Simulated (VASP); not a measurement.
**NaAg2I3: single point with PBE**

NaAg2I3:

```xyz
6
Lattice="4.5734 2.6404 4.3989 -4.5734 2.6404 4.3989 0.0000 -5.2809 4.3989" Properties=species:S:1:pos:R:3 pbc="T T T"
Na    0.0000    0.0000    6.5984
Ag    0.0000    0.0000    9.6952
Ag    0.0000    0.0000    3.5016
I     0.0000    2.6404    4.3989
I    -2.2867   -1.3202    4.3989
I     2.2867   -1.3202    4.3989
```

The cell was generated, and may not be a known phase.

```json
{
  "Program": "VASP 6.6.1",
  "Task": "single point",
  "Functional": "PBE",
  "Potentials or basis": "VASP PAW PBE potentials, release 64 (Na_pv, Ag, I)",
  "Cutoff": "520 eV",
  "k mesh": "6 × 6 × 6",
  "Occupations": "gaussian, width 0.02 eV",
  "Spin": "no spin polarisation"
}
```

- Pressure: 0.0 GPa
- Band gap on the k mesh: 1.27 eV (least direct gap 1.30 eV)

Forces in eV/Å, atoms in the order of the input:
```
Na   0.000  0.000  0.000
Ag   0.000  0.000 -0.002
Ag   0.000  0.000  0.002
I    0.000  0.000  0.000
I    0.000  0.000  0.000
I    0.000  0.000  0.000
```

Stress tensor (GPa, compression positive):
```
-0.06  0.00  0.00
 0.00 -0.06  0.00
 0.00  0.00  0.03
```

Levels at points of the mesh, in eV from the valence-band top:
```
           k point  band 23  band 24  band 25  band 26  band 27  band 28
(0.00, 0.00, 0.00)    -0.63    -0.03    -0.03     1.27     3.13     4.31
(0.50, 0.00, 0.00)    -0.81    -0.77    -0.24     2.58     3.48     4.05
(0.50, 0.50, 0.00)    -0.76    -0.67    -0.20     2.76     3.64     4.80
(0.50, 0.50, 0.50)    -0.49     0.00     0.00     1.52     3.99     4.60
```

Wall time 3.2 min on 1 thread of Intel(R) Xeon(R) 6975P-C (Granite Rapids) (shared host), peak memory 0.6 GiB.

Caveat: spin-orbit coupling is left out, which moves the levels of the heavy elements. A k mesh can miss the band edges.
